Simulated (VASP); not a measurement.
Wanted: the native input for a VASP 6.6.1 run.

```yaml
Task: single point
Functional: PBE exchange alone
Potentials_or_basis: VASP PAW PBE potentials, release 64 (Cd, Se)
Cutoff: 520 eV
k_mesh: 7 × 7 × 4
Occupations: fermi-dirac, width 0.05 eV
Spin: no spin polarisation
Dipole_correction: no
Further_INCAR_settings: ALGO = Normal; EDIFF = 1e-06; NBANDS = 26
```

The structure of CdSe (Cadmoselite) lies in POSCAR:

```
CdSe
1.0
    4.2711400700      0.0000000000      0.0000000000
   -2.1355700350      3.6989158038      0.0000000000
    0.0000000000      0.0000000000      6.9728844864
Cd Se
2 2
Direct
    0.6666666667      0.3333333333      0.5000000000
    0.3333333333      0.6666666667      0.0000000000
    0.6666666667      0.3333333333      0.8850000000
    0.3333333333      0.6666666667      0.3850000000
```

These files were run (other wordings do the same):

INCAR

```
SYSTEM = CdSe
PREC     = Accurate       ! precision mode
ENCUT    = 520            ! plane-wave cutoff, eV
EDIFF    = 1E-6           ! SCF threshold, eV
ISMEAR   = -1             ! smearing method
SIGMA    = 0.05           ! smearing width, eV
LREAL    = .False.        ! projectors in reciprocal space
LASPH    = .True.         ! aspherical terms in the spheres
NELM     = 80             ! most SCF steps
ALGO     = Normal         ! electronic algorithm
ISIF     = 2              ! what is computed and relaxed
LWAVE    = .False.        ! write WAVECAR
LCHARG   = .False.        ! write CHGCAR
GGA      = PE             ! functional
ALDAC    = 0.0          
AGGAC    = 0.0          
NBANDS   = 26             ! bands
```

KPOINTS

```
Automatic mesh
0
Gamma
  7 7 4
  0 0 0
```

Potentials or basis: VASP PAW PBE potentials, release 64 (Cd, Se).

Run with:

```console
$ cat potpaw_PBE.64/Cd/POTCAR potpaw_PBE.64/Se/POTCAR > POTCAR
$ mpirun -np 1 vasp_std > vasp.out
```

Results of the run:

| Item | Value |
| --- | --- |
| Pressure | 12.9 GPa |
| Largest force | 0.364 eV/Å |
| Band gap on the k mesh | 0.71 eV, direct |

Wall time 27 s on 1 thread of Intel(R) Xeon(R) 6975P-C (Granite Rapids), on a shared host, peak memory 0.24 GiB.
